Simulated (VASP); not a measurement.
Input of a VASP 6.6.1 run:

Contents of INCAR:

```
SYSTEM = TiAl3
PREC     = Accurate       ! precision mode
ENCUT    = 600            ! plane-wave cutoff, eV
EDIFF    = 1E-6           ! SCF threshold, eV
ISMEAR   = 0              ! smearing method
SIGMA    = 0.1            ! smearing width, eV
LREAL    = .False.        ! projectors in reciprocal space
LASPH    = .True.         ! aspherical terms in the spheres
NELM     = 60             ! most SCF steps
ALGO     = Fast           ! electronic algorithm
ISIF     = 3              ! what is computed and relaxed
LWAVE    = .False.        ! write WAVECAR
LCHARG   = .False.        ! write CHGCAR
GGA      = PE             ! functional
IBRION   = 2              ! ionic algorithm
NSW      = 100            ! ionic steps
EDIFFG   = -0.01          ! ionic threshold
```

KPOINTS

```
Automatic mesh
0
Gamma
  12 12 2
  0 0 0
```

POSCAR

```
TiAl3
1.0
    2.9046225676      0.0000000000      0.0000000000
   -1.4523112838      2.5154769319      0.0000000000
    0.0000000000      0.0000000000     18.3129860811
Ti Al
2 6
Direct
    0.0000000000      0.0000000000      0.0000000000
    0.0000000000      0.0000000000      0.5000000000
    0.3333333333      0.6666666667      0.1243168397
    0.6666666667      0.3333333333      0.6243168397
    0.3333333333      0.6666666667      0.3756831603
    0.6666666667      0.3333333333      0.8756831603
    0.3333333333      0.6666666667      0.7500000000
    0.6666666667      0.3333333333      0.2500000000
```

Potentials or basis: VASP PAW PBE potentials, release 64 (Ti_sv, Al).

Run with:

```bash
$ cat potpaw_PBE.64/Ti_sv/POTCAR potpaw_PBE.64/Al/POTCAR > POTCAR
$ mpirun -np 1 vasp_std > vasp.out
```

Question: Estimate the band gap on the k mesh.

Answer: Zero (band 21 reaches 9.02 eV, above the bottom of band 22 at 6.59 eV).

Question: Predict the relaxed volume.

Answer: 16.74 Å³/atom.

Final structure:
```yaml
crystal:
  lattice:
    - [2.91277, 0.00000, 0.00000]
    - [-1.45639, 2.52254, 0.00000]
    - [0.00000, 0.00000, 18.22327]
  atoms:
    - { symbol: Ti, position: [0.00000, 0.00000, 0.00000] }
    - { symbol: Ti, position: [0.00000, 0.00000, 0.50000] }
    - { symbol: Al, position: [0.33333, 0.66667, 0.12418] }
    - { symbol: Al, position: [0.66667, 0.33333, 0.62418] }
    - { symbol: Al, position: [0.33333, 0.66667, 0.37582] }
    - { symbol: Al, position: [0.66667, 0.33333, 0.87582] }
    - { symbol: Al, position: [0.33333, 0.66667, 0.75000] }
    - { symbol: Al, position: [0.66667, 0.33333, 0.25000] }
```
